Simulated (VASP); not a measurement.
# Hf16Si16HO64 (a cell with a defect) in VASP: single point with PBE

Aim: the single point of Hf16Si16HO64 (a cell with a defect) with PBE.

Program: VASP 6.6.1. These are calculated values, not measurements. Logs are shortened: lines on timing, memory, paths and dates and some standing lists are left out, and cuts for length are marked.

**1. The cell of the first run**

The cell holds a defect, 97 atoms: a = 11.159 Å, b = 11.159 Å, c = 11.159 Å, α = 106.89°, β = 106.89°, γ = 114.77°.

**2. Single point, PBE**

File INCAR:

```
SYSTEM = Hf16Si16HO64
ALGO = Normal
EDIFF = 1E-6
ENCUT = 520
GGA = PE
GGA_COMPAT = .False.
ISIF = 2
ISMEAR = -1
LASPH = .True.
LCHARG = .False.
LREAL = Auto
LWAVE = .False.
NBANDS = 358
NELECT = 610.0
NELM = 120
PREC = Accurate
SIGMA = 0.01
```

File KPOINTS:

```
k-points
0
Gamma
  1 1 1
  0 0 0
```

File POSCAR:

```
Hf16Si16HO64
1.0
   -6.6465279200      6.6465279200      6.0147349600
    6.6465279200     -6.6465279200      6.0147349600
    6.6465279200      6.6465279200     -6.0147349600
Hf Si O H
16 16 64 1
Direct
    0.0000690564     -0.0007436278      0.0015696092
    0.3757530407      0.1276412607      0.2517118494
    0.0006335402      0.0004558262      0.4977815698
    0.3727426546      0.1213444866      0.7491272583
   -0.0006515549      0.5004387388     -0.0023450726
    0.3740458249      0.6224789439      0.2502703034
   -0.0024195945      0.5001081581      0.5010719222
    0.3732808035      0.6256468545      0.7484889674
    0.4975558543     -0.0006014170      0.0009058572
    0.8758588669      0.1274965956      0.2510810279
    0.4987485356     -0.0032614746      0.4981471599
    0.8735896244      0.1219593953      0.7482206582
    0.4997628842      0.4987378885     -0.0023614985
    0.8746126238      0.6235403942      0.2471858117
    0.5161336746      0.5089451203      0.5155591676
    0.8572775594      0.6236800878      0.7419822904
    0.1279693572      0.3765563144      0.2523120726
    0.2483117894      0.2488862874     -0.0017458768
    0.1250453829      0.3740134320      0.7497682628
    0.2526116643      0.2515176553      0.5011940491
    0.1262429867      0.8754153452      0.2492906253
    0.2454463893      0.7485164965     -0.0021614794
    0.1208117107      0.8727095246      0.7481410673
    0.2471569532      0.7471913463      0.4984315175
    0.6235405019      0.3747125670      0.2497155388
    0.7491900251      0.2486572713     -0.0007796689
    0.6232922150      0.3638083901      0.7457442145
    0.7498600901      0.2503294887      0.5004086908
    0.6242361250      0.8741918689      0.2487456924
    0.7525615446      0.7519130727      0.0034898051
    0.6207910241      0.8750665110      0.7486164050
    0.7501367099      0.7464869443      0.4896972722
    0.0694128902      0.1639370258      0.4117277228
    0.0349151713      0.3771665085      0.3425357313
    0.0357350612      0.1931106871      0.1591052771
    0.2495607789      0.1561937266      0.0879353306
    0.3367686029      0.2466042136      0.4046868938
    0.3100874963      0.4678830930      0.3444304058
    0.1231570299      0.4647522452      0.1575628028
    0.3398020595      0.4314482043      0.0908071704
    0.0654591221      0.1591861347      0.9075382897
    0.0335535561      0.3750754503      0.8408425909
    0.0351251714      0.1911511679      0.6586189517
    0.2522531671      0.1574959764      0.5905216074
    0.3382023671      0.2476347207      0.9052841931
    0.3078821100      0.4661969478      0.8429226202
    0.1237339841      0.4624291885      0.6557988142
    0.3490520243      0.4342335267      0.5992378299
    0.0652210345      0.6586478599      0.4055841209
    0.0357818642      0.8786170908      0.3403498017
    0.0346626156      0.6924683291      0.1579469594
    0.2502828234      0.6586097868      0.0908742363
    0.3387120807      0.7474126137      0.4070315599
    0.3081826868      0.9644750514      0.3426511507
    0.1277797988      0.9697846864      0.1609595498
    0.3385528162      0.9318024299      0.0915012423
    0.0633390923      0.6584644367      0.9070471762
    0.0243017442      0.8743502959      0.8343450231
    0.0367242271      0.6920266448      0.6591908625
    0.2456220533      0.6573824068      0.5913150027
    0.3377125874      0.7475441327      0.9066576299
    0.3040149143      0.9665330066      0.8437703023
    0.1211023629      0.9622661578      0.6543692019
    0.3376880586      0.9287306739      0.5921148741
    0.5668241447      0.1568062133      0.4075590296
    0.5291411261      0.3731216182      0.3377520138
    0.5348743409      0.1919149511      0.1585500258
    0.7520008735      0.1599382467      0.0927083755
    0.8384953660      0.2478180308      0.4062562951
    0.8065797231      0.4648114327      0.3391302641
    0.6209238880      0.4628598896      0.1552568756
    0.8394047845      0.4313311655      0.0897399705
    0.5660123494      0.1592476957      0.9101191765
    0.5318653025      0.3740361491      0.8362270663
    0.5356874997      0.1814764341      0.6644223913
    0.7524392180      0.1584266270      0.5911311950
    0.8389931084      0.2456090936      0.9064818819
    0.8050072344      0.4646508086      0.8434061754
    0.6135174032      0.4211519874      0.6276774133
    0.8441599404      0.4327182247      0.5932409812
    0.5684008641      0.6626109248      0.4090231122
    0.5340212462      0.8745333178      0.3412013297
    0.5344236497      0.6916513744      0.1559410194
    0.7479879551      0.6580014911      0.0925199282
    0.8376355897      0.7529474910      0.3948766533
    0.8074168087      0.9683193164      0.3425428181
    0.6214533919      0.9648428083      0.1571786222
    0.8391914037      0.9343817435      0.0941570174
    0.5704812291      0.6606071034      0.9042176249
    0.5341998143      0.8791469432      0.8444749459
    0.5122851678      0.6946443903      0.6438559790
    0.7599440559      0.6377862673      0.5562391513
    0.8610927233      0.7555363298      0.9316281450
    0.8028854769      0.9580231401      0.8395072262
    0.6253451806      0.9686015771      0.6591898122
    0.8415252454      0.9283999247      0.5914864427
    0.6871404531      0.6503445371      0.7122431013
```

Potentials or basis: VASP PAW PBE potentials, release 64 (Hf_pv, Si, O, H).

On the command line:

```
> cat potpaw_PBE.64/Hf_pv/POTCAR potpaw_PBE.64/Si/POTCAR potpaw_PBE.64/O/POTCAR potpaw_PBE.64/H/POTCAR > POTCAR
> mpirun -np 1 vasp_gam > vasp.out
```

OUTCAR:

```text
SYSTEM = Hf16Si16HO64
   EDIFF = 1E-6
   ENCUT = 520
   GGA = PE
   ISIF = 2
   ISMEAR = -1
   LASPH = .True.
   LREAL = Auto
   NELECT = 610.0
   NELM = 120
   PREC = Accurate

 ion  position               nearest neighbor table
   1  0.000  0.999  0.002-  55 2.14  35 2.14  58 2.14  94 2.16  93 2.22  36 2.26  88 2.29  41 2.29
                            30 2.99  18 3.01  16 3.63   2 3.64  10 3.65  12 3.66
   2  0.376  0.128  0.252-  37 2.11  65 2.15  36 2.15  56 2.16  66 2.22  55 2.24  67 2.28  54 2.30
                            25 2.99  21 3.00   9 3.64   1 3.64  11 3.66  15 3.70
   3  0.001  0.000  0.498-  50 2.13  63 2.14  43 2.14  86 2.14  85 2.23  33 2.26  44 2.27  96 2.29
                            32 2.99  20 3.01  10 3.64   4 3.64  12 3.66  14 3.66
   4  0.373  0.121  0.749-  64 2.13  45 2.14  44 2.14  73 2.14  75 2.23  62 2.26  63 2.27  74 2.29
                            27 2.99  23 3.01   9 3.64   3 3.64  13 3.66  11 3.66
   5  0.999  0.500  0.998-  78 2.13  42 2.14  51 2.15  39 2.17  57 2.25  52 2.27  72 2.28  77 2.31
                            22 2.97  26 3.03  14 3.63   6 3.67  12 3.67  16 3.74
   6  0.374  0.622  0.250-  81 2.13  40 2.14  53 2.15  52 2.17  38 2.25  39 2.27  82 2.28  83 2.31
                            17 2.97  29 3.03  11 3.63   5 3.67  13 3.67  15 3.74
   7  0.998  0.500  0.501-  59 2.11  70 2.15  47 2.16  34 2.16  80 2.22  60 2.24  69 2.28  49 2.30
                            28 2.99  24 3.00  10 3.64   8 3.64  14 3.66  16 3.70
   8  0.373  0.626  0.748-  60 2.14  61 2.14  48 2.14  89 2.16  91 2.22  47 2.26  90 2.29  46 2.29
                            31 2.99  19 3.01  15 3.63   7 3.64   9 3.65  13 3.66
   9  0.498  0.999  0.001-  67 2.12  90 2.13  87 2.13  62 2.15  56 2.26  73 2.27  61 2.28  68 2.30
                            22 3.01  26 3.02   4 3.64   2 3.64   8 3.65  10 3.67
  10  0.876  0.127  0.251-  69 2.12  88 2.13  68 2.13  33 2.15  34 2.26  86 2.27  35 2.28  87 2.30
                            17 3.01  29 3.02   3 3.64   7 3.64   1 3.65   9 3.67
  11  0.499  0.997  0.498-  75 2.12  54 2.12  82 2.13  95 2.13  53 2.26  65 2.27  76 2.30  64 2.31
                            24 3.02  28 3.02   6 3.63  12 3.65   2 3.66   4 3.66
  12  0.874  0.122  0.748-  41 2.13  76 2.14  77 2.14  96 2.16  95 2.24  43 2.27  42 2.29  94 2.31
                            31 3.01  19 3.02  11 3.65   3 3.66   1 3.66   5 3.67
  13  0.500  0.499  0.998-  46 2.13  71 2.14  83 2.14  74 2.16  84 2.24  45 2.27  40 2.29  89 2.31
                            30 3.01  18 3.02  14 3.65   4 3.66   8 3.66   6 3.67
  14  0.875  0.624  0.247-  85 2.12  49 2.13  72 2.13  84 2.13  51 2.26  70 2.27  71 2.30  50 2.31
                            21 3.02  25 3.02   5 3.63  13 3.65   7 3.66   3 3.66
  15  0.516  0.509  0.516-  97 1.99  79 2.13  91 2.18  66 2.20  38 2.28  48 2.28  92 2.30  81 2.33
                            37 2.38  32 3.00  20 3.05  16 3.31   8 3.63   2 3.70   6 3.74
  16  0.857  0.624  0.742-  97 1.99  92 2.13  93 2.18  80 2.20  58 2.28  57 2.28  79 2.30  78 2.34
                            59 2.38  27 3.00  23 3.05  15 3.31   1 3.63   7 3.70   5 3.74
  17  0.128  0.377  0.252-  38 1.63  34 1.64  39 1.64  35 1.65   6 2.97  10 3.01
  18  0.248  0.249  0.998-  36 1.64  40 1.64  41 1.64  45 1.64   1 3.01  13 3.02
  19  0.125  0.374  0.750-  47 1.64  42 1.64  46 1.64  43 1.64   8 3.01  12 3.02
  20  0.253  0.252  0.501-  37 1.63  48 1.64  44 1.64  33 1.64   3 3.01  15 3.05
  21  0.126  0.875  0.249-  50 1.63  54 1.64  55 1.64  51 1.64   2 3.00  14 3.02
[... 401 lines left out ...]
  Fermi-wavevector in a.u.,A,eV,Ry     =   1.360492  2.570957 25.183555  1.850939
  Thomas-Fermi vector in A             =   2.487150
   LORBIT       =      0    0 simple, 1 ext, 2 COOP (PROOUT), +10 PAW based schemes
   GGA     = PE    functional components
   LHFCALC =     F    Hartree Fock is set to
   AEXX    =    0.0000 exact exchange contribution
   IVDW    =     0    specifies the selected vdW correction
   LEPSILON=     F    determine dielectric tensor
   LRPA    =     F    only Hartree local field effects (RPA)
 non-spin polarized calculation
  energy-cutoff  :      520.00
  volume of cell :     1062.84
 maximum number of plane-waves:     14334
 NGX is ok and might be reduce to    84
   NGX = 41   NGY = 41   NGZ = 41

 number of electron     610.0000029 magnetization

 Free energy of the ion-electron system (eV)
  ---------------------------------------------------
  ext. energy  EPLUGINS =         0.00000000
  ---------------------------------------------------
  free energy    TOTEN  =      -863.31514742 eV

  energy without entropy =     -863.31514742  energy(sigma->0) =     -863.31514742

 E-fermi :   5.0863     XC(G=0): -10.9706

 val. band max:        4.8112734519   @ k =   0.0000   0.0000   0.0000
 cond. band min:       8.2987928038   @ k =   0.0000   0.0000   0.0000
 fundamental gap:      3.4875193519
 Fermi energy:         5.0862727288

 k-point     1 :       0.0000    0.0000    0.0000
  band No.  band energies     occupation
      1     -26.4755      2.00000
      2     -26.4720      2.00000
      3     -26.4677      2.00000
      4     -26.4644      2.00000
      5     -26.4633      2.00000
      6     -26.4592      2.00000
[... 309 lines left out ...]
    316       8.7244      0.00000
    317       8.7627      0.00000
 [bands above 317 left out]

------------------------ aborting loop because EDIFF is reached ----------------------------------------

  FORCE on cell =-STRESS in cart. coord.  units (eV):
  Direction    XX          YY          ZZ          XY          YZ          ZX
  --------------------------------------------------------------------------------------
  -------------------------------------------------------------------------------------
  Total        2.9349568     -2.3338858      3.2933656      0.0067698     -3.3598077     -0.0234127
  in kB        4.4243160     -3.5182284      4.9646012      0.0102052     -5.0647598     -0.0352937
  external PRESSURE =       1.9568963 kB  Pullay stress =       0.0000000 kB

 VOLUME and BASIS-vectors are now :
 -----------------------------------------------------------------------------
  energy-cutoff  :      520.00
  volume of cell :     1062.84
      direct lattice vectors                 reciprocal lattice vectors
    -6.646527920  6.646527920  6.014734960     0.000000000  0.075227247  0.083129182
     6.646527920 -6.646527920  6.014734960     0.075227247  0.000000000  0.083129182
     6.646527920  6.646527920 -6.014734960     0.075227247  0.075227247  0.000000000

 POSITION                                       TOTAL-FORCE (eV/Angst)
 -----------------------------------------------------------------------------------
      6.65156     -6.63069      6.00124         0.004587      0.011102      0.000611
      0.02393      3.32209      1.51380         0.007873     -0.008353     -0.010083
      3.30734      3.30970     -2.98747        -0.006078      0.004708      0.008193
      3.30817      6.65002     -1.53400        -0.027527     -0.005991     -0.008096
      3.31492      9.94696      3.02019        -0.000434      0.013291      0.003439
      3.31465      0.01221      4.48852         0.015413     -0.003771     -0.013600
[... 89 lines left out ...]
      4.50875      3.35392      7.08800         0.111723     -0.000818      0.109886
      4.48938      4.97851      3.76066        -0.013558     -0.001117      0.000081
 -----------------------------------------------------------------------------------
    total drift:                                0.011715      0.008118     -0.019942

  FREE ENERGIE OF THE ION-ELECTRON SYSTEM (eV)
  ---------------------------------------------------
  free  energy   TOTEN  =      -863.3151474193 eV

  energy  without entropy=     -863.3151474193  energy(sigma->0) =     -863.31514742
```

Run time: 8.6 min. Hardware: 1 thread of Intel Xeon 6975P-C (Granite Rapids), shared host; peak memory 1.3 GiB.

What came out:

| Property | Result |
| --- | --- |
| Free energy | -863.3151 eV |
| Largest force | 0.207 eV/Å |

Forces on the atoms (eV/Å):
```
Hf   0.005  0.011  0.001
Hf   0.008 -0.008 -0.010
Hf  -0.006  0.005  0.008
Hf  -0.028 -0.006 -0.008
Hf   0.000  0.013  0.003
Hf   0.015 -0.004 -0.014
Hf   0.002  0.025  0.011
Hf  -0.009 -0.023  0.004
Hf   0.006  0.007  0.004
Hf   0.012 -0.004  0.001
Hf   0.001  0.006 -0.011
Hf   0.010 -0.008  0.010
Hf   0.014  0.000 -0.006
Hf  -0.004  0.004  0.015
Hf  -0.028  0.008 -0.020
Hf  -0.038 -0.011  0.015
Si   0.000 -0.014 -0.018
Si  -0.006 -0.011 -0.002
Si  -0.004 -0.006 -0.005
Si   0.009 -0.001 -0.021
Si   0.004  0.005 -0.004
Si  -0.001  0.017  0.013
Si   0.001 -0.002  0.029
Si   0.005  0.001  0.004
Si  -0.020  0.002  0.009
Si  -0.006  0.002 -0.005
Si  -0.008  0.009 -0.024
Si  -0.018  0.004 -0.018
Si   0.005 -0.001  0.011
Si   0.023  0.001 -0.014
Si   0.024 -0.002  0.025
Si   0.001 -0.012  0.021
O   -0.003 -0.117 -0.129
O    0.114 -0.004 -0.133
O   -0.126 -0.001 -0.131
O    0.004  0.124 -0.132
O   -0.156  0.006  0.126
O   -0.002  0.082  0.137
O    0.000 -0.111  0.127
O    0.125  0.002  0.131
O   -0.003 -0.117 -0.128
O    0.132  0.000 -0.129
O   -0.124  0.000 -0.128
O   -0.001  0.116 -0.124
O   -0.119  0.002  0.129
O   -0.002  0.136  0.131
O    0.008 -0.119  0.135
O    0.128 -0.004  0.134
O   -0.004 -0.134 -0.133
O    0.129 -0.004 -0.131
O   -0.123 -0.005 -0.133
O   -0.001  0.108 -0.130
O   -0.121  0.001  0.133
O   -0.003  0.131  0.128
O    0.001 -0.123  0.139
O    0.114 -0.003  0.132
O    0.002 -0.086 -0.140
O    0.128  0.006 -0.139
O   -0.146 -0.008 -0.117
O   -0.003  0.125 -0.140
O   -0.119 -0.003  0.127
O   -0.003  0.122  0.125
O    0.003 -0.116  0.129
O    0.133 -0.001  0.129
O    0.006 -0.124 -0.127
O    0.107  0.017 -0.132
O   -0.120  0.000 -0.126
O    0.002  0.130 -0.129
O   -0.118 -0.003  0.129
O    0.007  0.116  0.127
O    0.003 -0.126  0.126
O    0.136 -0.004  0.133
O   -0.003 -0.119 -0.132
O    0.123  0.006 -0.115
O   -0.112 -0.016 -0.124
O    0.001  0.122 -0.125
O   -0.118 -0.007  0.129
O    0.002  0.124  0.123
O    0.041 -0.138  0.149
O    0.109 -0.021  0.136
O    0.001 -0.112 -0.119
O    0.128  0.001 -0.134
O   -0.135  0.004 -0.127
O   -0.007  0.118 -0.136
O   -0.119  0.013  0.119
O   -0.006  0.118  0.129
O   -0.001 -0.135  0.125
O    0.118  0.000  0.127
O    0.008 -0.119 -0.126
O    0.125  0.000 -0.119
O   -0.128  0.033 -0.140
O    0.048  0.136 -0.143
O   -0.119 -0.038  0.138
O    0.001  0.125  0.123
O   -0.007 -0.112  0.132
O    0.112 -0.001  0.110
H   -0.014 -0.001  0.000
```

Caveat: the k points lie up to 0.70 Å⁻¹ apart; the cell carries a net charge on a neutralising background, which shifts energy and pressure; the cell is charged against a uniform background, so pressure and absolute levels hang on convention; spin-orbit coupling is left out, which moves the levels of the heavy elements.
